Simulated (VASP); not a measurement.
# Ir (C2/m) in VASP: a series of runs

Runs on Ir. Level: PBEsol. Tasks: single point.

Everything below comes from runs of VASP 6.6.1. Logs are shortened: lines on timing, memory, paths and dates and some standing lists are left out, and cuts for length are marked.

## 1. The cell of the first run

Symmetry: C2/m, No. 12, monoclinic system. The conventional cell has a = 4.754 Å, b = 2.745 Å, c = 4.447 Å, α = 90.00°, β = 90.00°, γ = 90.00°. Ir (site symmetry m) has 10 Ir at 2.24 to 2.93 Å within 3.0 Å.

## 2. Single point, PBEsol

INCAR reads:

```
ALGO     = Normal         # electronic algorithm
EDIFF    = 1E-7           # SCF threshold, eV
ENCUT    = 520            # plane-wave cutoff, eV
GGA      = PS             # functional
ISIF     = 2              # what is computed and relaxed
ISMEAR   = -1             # smearing method
LASPH    = True           # aspherical terms in the spheres
LCHARG   = True           # write CHGCAR
LELF     = True           # ELF
LREAL    = False          # projectors in reciprocal space
LVHAR    = True         
LWAVE    = False          # write WAVECAR
NBANDS   = 16             # bands
NELM     = 80             # most SCF steps
PREC     = Accurate       # precision mode
SIGMA    = 0.05           # smearing width, eV
```

KPOINTS reads:

```
k-points
0
Gamma
  16 16 9
```

POSCAR reads:

```
Ir
1.0
    2.7448628762      0.0000000000      0.0000000000
   -1.3724314381      2.3771209807      0.0000000000
    0.0000000000      0.0000000000      4.4466778595
Ir
2
Direct
    0.2733333333      0.6366666667      0.2050000000
    0.7266666667      0.3633333333      0.7950000000
```

Potentials or basis: VASP PAW PBE potentials, release 64 (Ir).

On the command line:

```sh
> cat potpaw_PBE.64/Ir/POTCAR > POTCAR
> mpirun -np 1 vasp_std > vasp.out
```

OUTCAR:

```text
EDIFF = 1E-7
   ENCUT = 520
   GGA = PS
   ISIF = 2
   ISMEAR = -1
   LASPH = True
   LREAL = False
   NELM = 80
   PREC = Accurate

 ion  position               nearest neighbor table
   1  0.273  0.637  0.205-   2 2.24   2 2.52   2 2.52   2 2.93   2 3.15   2 3.15
   2  0.727  0.363  0.795-   1 2.24   1 2.52   1 2.52   1 2.93   1 3.15   1 3.15

  LATTYP: Found a hexagonal cell.
 ALAT       =     2.7448628762
 C/A-ratio  =     1.6200000000

  Lattice vectors:

 A1 = (   2.7448628762,   0.0000000000,   0.0000000000)
 A2 = (  -1.3724314381,   2.3771209807,   0.0000000000)
 A3 = (   0.0000000000,   0.0000000000,   4.4466778595)

Analysis of symmetry for initial positions (statically):
=====================================================================
 Subroutine PRICEL returns:
 Original cell was already a primitive cell.

 Routine SETGRP: Setting up the symmetry group for a
 hexagonal supercell.

 Subroutine GETGRP returns: Found  4 space group operations
 (whereof  4 operations were pure point group operations)
 out of a pool of 24 trial point group operations.

The static configuration has the point symmetry C_2h.

Analysis of symmetry for dynamics (positions and initial velocities):
=====================================================================
 Subroutine PRICEL returns:
 Original cell was already a primitive cell.

 Routine SETGRP: Setting up the symmetry group for a
 hexagonal supercell.

 Subroutine GETGRP returns: Found  4 space group operations
 (whereof  4 operations were pure point group operations)
 out of a pool of 24 trial point group operations.

The dynamic configuration has the point symmetry C_2h.

 Subroutine INISYM returns: Found  4 space group operations
 (whereof  4 operations are pure point group operations),
 and found     1 'primitive' translations

----------------------------------------------------------------------------------------

                                     Primitive cell

  volume of cell :      29.0140

  direct lattice vectors                    reciprocal lattice vectors
     2.744862876  0.000000000  0.000000000     0.364316924  0.210338474  0.000000000
    -1.372431438  2.377120981  0.000000000     0.000000000  0.420676948  0.000000000
     0.000000000  0.000000000  4.446677860     0.000000000  0.000000000  0.224886990

  length of vectors
     2.744862876  2.744862876  4.446677860     0.420676948  0.420676948  0.224886990

  position of ions in fractional coordinates (direct lattice)
     0.273333333  0.636666667  0.205000000
[... 77 lines left out ...]
   NELM   =     80;   NELMIN=  2; NELMDL= -5     # of ELM steps
   EDIFF  = 0.1E-06   stopping-criterion for ELM
   LREAL  =      F    real-space projection
   EDIFFG = 0.1E-05   stopping-criterion for IOM
   NSW    =      0    number of steps for IOM
   IBRION =     -1    ionic relax: 0-MD 1-quasi-New 2-CG
   NFREE  =      0    steps in history (QN), initial steepest desc. (CG)
   ISIF   =      2    stress and relaxation
   ISYM   =      2    0-nonsym 1-usesym 2-fastsym
   POTIM  = 0.5000    time-step for ionic-motion
   TEBEG  =    0.0;   TEEND  =   0.0 temperature during run
   PSTRESS=    0.0 pullay stress
   NELECT =      18.0000    total number of electrons
   NUPDOWN=      -1.0000    fix difference up-down
   EMIN   =  10.00;   EMAX   =-10.00  energy-range for DOS
   EFERMI =   0.00;   METHOD = LEGACY
   ISMEAR =    -1;   SIGMA  =   0.05  broadening in eV -4-tet -1-fermi 0-gaus
   EFERMI_NEDOS =   21; number of points for ismear=-14 and -15
   IALGO  =     38    algorithm
   IMIX   =      4    mixing-type and parameters
     AMIX     =   0.40;   BMIX     =  1.00
     AMIX_MAG =   1.60;   BMIX_MAG =  1.00
  volume/ion in A,a.u.               =      14.51        97.90
  Fermi-wavevector in a.u.,A,eV,Ry     =   1.396250  2.638530 26.524742  1.949514
  Thomas-Fermi vector in A             =   2.519622
   LORBIT       =      0    0 simple, 1 ext, 2 COOP (PROOUT), +10 PAW based schemes
   GGA     = PS    functional components
   LHFCALC =     F    Hartree Fock is set to
   AEXX    =    0.0000 exact exchange contribution
   IVDW    =     0    specifies the selected vdW correction
   LEPSILON=     F    determine dielectric tensor
   LRPA    =     F    only Hartree local field effects (RPA)
 non-spin polarized calculation
  energy-cutoff  :      520.00
  volume of cell :       29.01
 maximum number of plane-waves:       793
   NGX = 11   NGY = 11   NGZ = 17

 number of electron      18.0000000 magnetization

 Free energy of the ion-electron system (eV)
  ---------------------------------------------------
  ext. energy  EPLUGINS =         0.00000000
  ---------------------------------------------------
  free energy    TOTEN  =       -17.91107224 eV

  energy without entropy =      -17.89622083  energy(sigma->0) =      -17.90364654

 E-fermi :  10.0833     XC(G=0): -13.8424

 val. band max:       10.0817640276   @ k =   0.3125   0.2500   0.3333
 cond. band min:      10.0871933997   @ k =   0.5000   0.2500   0.1111
 fundamental gap:      0.0054293721
 Fermi energy:        10.0832607186

 k-point     1 :       0.0000    0.0000    0.0000
  band No.  band energies     occupation
      1      -1.1528      2.00000
      2       1.4428      2.00000
      3       4.8084      2.00000
      4       5.5467      2.00000
      5       5.6701      2.00000
      6       5.6761      2.00000
[... 433 lines left out ...]
      3       3.7087      2.00000
      4       4.9768      2.00000
      5       5.3623      2.00000
      6       6.3847      2.00000
[... 8 lines left out ...]
     15      26.0624      0.00000
     16      27.4588      0.00000

 [... further k-points ...]

------------------------ aborting loop because EDIFF is reached ----------------------------------------

  FORCE on cell =-STRESS in cart. coord.  units (eV):
  Direction    XX          YY          ZZ          XY          YZ          ZX
  --------------------------------------------------------------------------------------
  -------------------------------------------------------------------------------------
  Total        4.6398207      2.0452510      9.3966702      2.2469632      2.9163106      5.0511972
  in kB      256.2147747    112.9404705    518.8919822    124.0791872    161.0411062    278.9313309
  external PRESSURE =     296.0157425 kB  Pullay stress =       0.0000000 kB

 VOLUME and BASIS-vectors are now :
 -----------------------------------------------------------------------------
  energy-cutoff  :      520.00
  volume of cell :       29.01
      direct lattice vectors                 reciprocal lattice vectors
     2.744862876  0.000000000  0.000000000     0.364316924  0.210338474  0.000000000
    -1.372431438  2.377120981  0.000000000     0.000000000  0.420676948  0.000000000
     0.000000000  0.000000000  4.446677860     0.000000000  0.000000000  0.224886990

 POSITION                                       TOTAL-FORCE (eV/Angst)
 -----------------------------------------------------------------------------------
     -0.12352      1.51343      0.91157         2.667871      1.540296      7.870997
      1.49595      0.86369      3.53511        -2.667871     -1.540296     -7.870997
 -----------------------------------------------------------------------------------
    total drift:                                0.000000     -0.000000      0.000000

  FREE ENERGIE OF THE ION-ELECTRON SYSTEM (eV)
  ---------------------------------------------------
  free  energy   TOTEN  =       -17.9110722376 eV

  energy  without entropy=      -17.8962208337  energy(sigma->0) =      -17.90364654
```

stdout:

```text
POSCAR found type information on POSCAR Ir
 POSCAR found :  1 types and       2 ions
 scaLAPACK will be used
 -----------------------------------------------------------------------------
|                                                                             |
|                                                                             |
|     You enforced a specific xc type in the INCAR file but a different       |
|     I HOPE YOU KNOW WHAT YOU ARE DOING!                                     |
|                                                                             |
 -----------------------------------------------------------------------------

 LDA part: xc-table for (Slater+PW92), standard interpolation
 POSCAR, INCAR and KPOINTS ok, starting setup
 FFT: planning ... GRIDC
 FFT: planning ... GRID_SOFT
 FFT: planning ... GRID
 WAVECAR not read
 entering main loop
```

Run time: 2.6 min. Hardware: 1 thread of Intel Xeon Platinum 8375C at 2.90GHz (Ice Lake), shared host; peak memory 0.34 GiB.

Results:

- Free energy: -17.9111 eV
- Pressure: 29.6 GPa
- Largest force: 8.452 eV/Å
- Band gap on the k mesh: zero (bands 9 and 10 overlap by 2.52 eV)

Forces in eV/Å, atoms in the order of the input:
```
Ir   2.668  1.540  7.871
Ir  -2.668 -1.540 -7.871
```

Stress tensor (GPa, compression positive):
```
25.62 12.41 27.89
12.41 11.29 16.10
27.89 16.10 51.89
```

Levels at points of the mesh, in eV from the Fermi level:
| k point | band 5 | band 6 | band 7 | band 8 | band 9 | band 10 | band 11 | band 12 | band 13 | band 14 |
| --- | --- | --- | --- | --- | --- | --- | --- | --- | --- | --- |
| (0.00, 0.00, 0.00) | -4.41 | -4.41 | -3.27 | -2.29 | -0.96 | -0.32 | 0.03 | 1.21 | 5.34 | 13.74 |
| (0.50, 0.00, 0.00) | -4.17 | -3.84 | -2.82 | -0.12 | 0.82 | 1.35 | 3.19 | 3.58 | 7.95 | 8.06 |
| (0.00, 0.50, 0.00) | -2.94 | -2.89 | -2.44 | 0.26 | 0.55 | 1.10 | 2.34 | 4.63 | 6.41 | 10.16 |

Caveat: the stress differs along the axes, from 11 to 52 GPa; the PAW data sets were made with another functional, which shifts forces and pressure a little; spin-orbit coupling is left out, which moves the levels of the heavy elements.

## 3. Single point, PBEsol (shortest bond scaled by 0.76)

INCAR reads:

```
  PREC = Accurate
  ENCUT = 560
  EDIFF = 1E-6
  ISMEAR = -1
  SIGMA = 0.05
  LREAL = False
  LASPH = True
  NELM = 120
  ALGO = Normal
  ISIF = 2
  LWAVE = False
  LCHARG = False
  GGA = PS
  NBANDS = 24
  GGA_COMPAT = False
```

KPOINTS reads:

```
regular mesh
0
Gamma
  13 13 7
```

POSCAR reads:

```
Ir
1.0
    2.7448628762      0.0000000000      0.0000000000
   -1.3724314381      2.3771209807      0.0000000000
    0.0000000000      0.0000000000      4.4466778595
Ir
2
Direct
    0.2533333333      0.6266666667      0.1900000000
    0.7466666667      0.3733333333      0.8100000000
```

Potentials or basis: VASP PAW PBE potentials, release 64 (Ir_sv_GW).

On the command line:

```sh
> cat potpaw_PBE.64/Ir_sv_GW/POTCAR > POTCAR
> mpirun -np 1 vasp_std > vasp.out
```

OUTCAR:

```text
PREC = Accurate
   ENCUT = 560
   EDIFF = 1E-6
   ISMEAR = -1
   LREAL = False
   LASPH = True
   NELM = 120
   ISIF = 2
   GGA = PS

 ion  position               nearest neighbor table
   1  0.253  0.627  0.190-   2 2.08   2 2.47   2 2.47   2 3.01   2 3.30   2 3.30
   2  0.747  0.373  0.810-   1 2.08   1 2.47   1 2.47   1 3.01   1 3.30   1 3.30

  LATTYP: Found a hexagonal cell.
 ALAT       =     2.7448628762
 C/A-ratio  =     1.6200000000

  Lattice vectors:

 A1 = (   2.7448628762,   0.0000000000,   0.0000000000)
 A2 = (  -1.3724314381,   2.3771209807,   0.0000000000)
 A3 = (   0.0000000000,   0.0000000000,   4.4466778595)

Analysis of symmetry for initial positions (statically):
=====================================================================
 Subroutine PRICEL returns:
 Original cell was already a primitive cell.

 Routine SETGRP: Setting up the symmetry group for a
 hexagonal supercell.

 Subroutine GETGRP returns: Found  4 space group operations
 (whereof  4 operations were pure point group operations)
 out of a pool of 24 trial point group operations.

The static configuration has the point symmetry C_2h.

Analysis of symmetry for dynamics (positions and initial velocities):
=====================================================================
 Subroutine PRICEL returns:
 Original cell was already a primitive cell.

 Routine SETGRP: Setting up the symmetry group for a
 hexagonal supercell.

 Subroutine GETGRP returns: Found  4 space group operations
 (whereof  4 operations were pure point group operations)
 out of a pool of 24 trial point group operations.

The dynamic configuration has the point symmetry C_2h.

 Subroutine INISYM returns: Found  4 space group operations
[... 108 lines left out ...]
   NELECT =      34.0000    total number of electrons
   NUPDOWN=      -1.0000    fix difference up-down
   EMIN   =  10.00;   EMAX   =-10.00  energy-range for DOS
   EFERMI =   0.00;   METHOD = LEGACY
   ISMEAR =    -1;   SIGMA  =   0.05  broadening in eV -4-tet -1-fermi 0-gaus
   EFERMI_NEDOS =   21; number of points for ismear=-14 and -15
   IALGO  =     38    algorithm
   IMIX   =      4    mixing-type and parameters
     AMIX     =   0.40;   BMIX     =  1.00
     AMIX_MAG =   1.60;   BMIX_MAG =  1.00
  volume/ion in A,a.u.               =      14.51        97.90
  Fermi-wavevector in a.u.,A,eV,Ry     =   1.725965  3.261601 40.531136  2.978954
  Thomas-Fermi vector in A             =   2.801366
   LORBIT       =      0    0 simple, 1 ext, 2 COOP (PROOUT), +10 PAW based schemes
   GGA     = PS    functional components
   LHFCALC =     F    Hartree Fock is set to
   AEXX    =    0.0000 exact exchange contribution
   IVDW    =     0    specifies the selected vdW correction
   LEPSILON=     F    determine dielectric tensor
   LRPA    =     F    only Hartree local field effects (RPA)
 non-spin polarized calculation
  energy-cutoff  :      560.00
  volume of cell :       29.01
 maximum number of plane-waves:       885
 NGX is ok and might be reduce to    24
   NGX = 11   NGY = 11   NGZ = 17

 number of electron      34.0000000 magnetization

 Free energy of the ion-electron system (eV)
  ---------------------------------------------------
  ext. energy  EPLUGINS =         0.00000000
  ---------------------------------------------------
  free energy    TOTEN  =       -17.20468965 eV

  energy without entropy =      -17.19038611  energy(sigma->0) =      -17.19753788

 E-fermi :  12.5001     XC(G=0): -14.3415

 val. band max:       12.4992360052   @ k =  -0.2308   0.2308   0.2857
 cond. band min:      12.5060449160   @ k =   0.3077   0.2308   0.4286
 fundamental gap:      0.0068089108
 Fermi energy:        12.5000820337

 k-point     1 :       0.0000    0.0000    0.0000
  band No.  band energies     occupation
      1     -80.9523      2.00000
      2     -80.5726      2.00000
      3     -39.1305      2.00000
      4     -37.4344      2.00000
      5     -37.2354      2.00000
      6     -37.1945      2.00000
[... 637 lines left out ...]
     23      25.6023      0.00000
     24      27.5260      0.00000

 [... further k-points ...]

------------------------ aborting loop because EDIFF is reached ----------------------------------------

  FORCE on cell =-STRESS in cart. coord.  units (eV):
  Direction    XX          YY          ZZ          XY          YZ          ZX
  --------------------------------------------------------------------------------------
  -------------------------------------------------------------------------------------
  Total       11.0673769      4.8574241     19.0438560      5.3779768      5.4823613      9.4957285
  in kB      611.1498033    268.2310213   1051.6176462    296.9763766    302.7405722    524.3620618
  external PRESSURE =     643.6661569 kB  Pullay stress =       0.0000000 kB

 VOLUME and BASIS-vectors are now :
 -----------------------------------------------------------------------------
  energy-cutoff  :      560.00
  volume of cell :       29.01
      direct lattice vectors                 reciprocal lattice vectors
     2.744862876  0.000000000  0.000000000     0.364316924  0.210338474  0.000000000
    -1.372431438  2.377120981  0.000000000     0.000000000  0.420676948  0.000000000
     0.000000000  0.000000000  4.446677860     0.000000000  0.000000000  0.224886990

 POSITION                                       TOTAL-FORCE (eV/Angst)
 -----------------------------------------------------------------------------------
     -0.16469      1.48966      0.84487         5.478803      3.163189     14.465661
      1.53712      0.88746      3.60181        -5.478803     -3.163189    -14.465661
 -----------------------------------------------------------------------------------
    total drift:                                0.000000     -0.000000      0.000000

  FREE ENERGIE OF THE ION-ELECTRON SYSTEM (eV)
  ---------------------------------------------------
  free  energy   TOTEN  =       -17.2046896548 eV

  energy  without entropy=      -17.1903861073  energy(sigma->0) =      -17.19753788
```

OSZICAR:

```text
N       E                     dE             d eps       ncg     rms          rms(c)
DAV:   1     0.374602763316E+03    0.37460E+03   -0.26238E+04 16352   0.163E+03
DAV:   2    -0.840693581242E+01   -0.38301E+03   -0.37084E+03 18760   0.527E+02
DAV:   3    -0.191574363207E+02   -0.10751E+02   -0.10684E+02 18320   0.873E+01
DAV:   4    -0.192006457472E+02   -0.43209E-01   -0.43203E-01 17864   0.606E+00
DAV:   5    -0.192008244684E+02   -0.17872E-03   -0.17871E-03 18776   0.354E-01    0.124E+02
DAV:   6    -0.173949994081E+02    0.18058E+01   -0.31106E+00 17296   0.136E+01    0.678E+01
DAV:   7    -0.172475206686E+02    0.14748E+00   -0.11798E+00 18872   0.830E+00    0.101E+01
DAV:   8    -0.172061064065E+02    0.41414E-01   -0.14059E-01 16216   0.354E+00    0.119E+00
DAV:   9    -0.172049910501E+02    0.11154E-02   -0.45601E-03 19056   0.559E-01    0.806E-01
DAV:  10    -0.172046969541E+02    0.29410E-03   -0.39533E-04 17072   0.233E-01    0.365E-01
DAV:  11    -0.172046901117E+02    0.68424E-05   -0.13354E-05 18688   0.327E-02    0.349E-02
DAV:  12    -0.172046896548E+02    0.45689E-06   -0.40231E-07 10376   0.716E-03
   1 F= -.17204690E+02 E0= -.17197538E+02  d E =-.143035E-01
```

stdout:

```text
POSCAR found type information on POSCAR Ir
 POSCAR found :  1 types and       2 ions
 scaLAPACK will be used
 -----------------------------------------------------------------------------
|                                                                             |
|                                                                             |
|     You enforced a specific xc type in the INCAR file but a different       |
|     I HOPE YOU KNOW WHAT YOU ARE DOING!                                     |
|                                                                             |
 -----------------------------------------------------------------------------

 LDA part: xc-table for (Slater+PW92), standard interpolation
 POSCAR, INCAR and KPOINTS ok, starting setup
 FFT: planning ... GRIDC
 FFT: planning ... GRID_SOFT
 FFT: planning ... GRID
 WAVECAR not read
 entering main loop
```

Run time: 1.9 min. Hardware: 1 thread of Intel Xeon Platinum 8375C at 2.90GHz (Ice Lake), shared host; peak memory 0.32 GiB.

What came out:

```yaml
Free_energy: -17.2047 eV
Pressure: 64.4 GPa
Largest_force: 15.789 eV/Å
Band_gap_on_the_k_mesh: zero (bands 17 and 18 overlap by 2.21 eV)
```

Forces on the atoms (eV/Å):
```
Ir    5.479   3.163  14.466
Ir   -5.479  -3.163 -14.466
```

Caveat: the cell differs from its parent crystal (shortest bond scaled by 0.76); the stress differs along the axes, from 27 to 105 GPa; the PAW data sets were made with another functional, which shifts forces and pressure a little; spin-orbit coupling is left out, which moves the levels of the heavy elements.
